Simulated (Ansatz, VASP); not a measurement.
**One calculation of Ga, two programs**

```
Ga
1.0
    -1.40262    1.40262    2.34164
     1.40262   -1.40262    2.34164
     1.40262    1.40262   -2.34164
Ga
1
Cartesian
  0.0000 0.0000 0.0000
```

Alike in both runs: task single point; functional PBE0; k mesh 6 × 6 × 6; occupations fermi-dirac, width 0.05 eV; no spin polarisation.

```csv
,VASP,Ansatz
version,VASP 6.6.1,Ansatz 0.2.0
potentials or method,"VASP PAW PBE potentials, release 64 (Ga_d)",Ansatz PAW
plane-wave cutoff (eV),520,420
valence electrons in the cell,13,13
```

```csv
,VASP,Ansatz,Ansatz less VASP
gap on the k mesh at the Fermi level (eV),none,none,-
pressure (GPa),0.3,0.1,-0.14
"traceless stress, the component that is largest in VASP (GPa)",-8.13,-8.12,+0.007
```

A gap of «none» marks a metal or a gap that the smearing closes.

The k mesh is coarse, so the values compare programs but aren't converged.
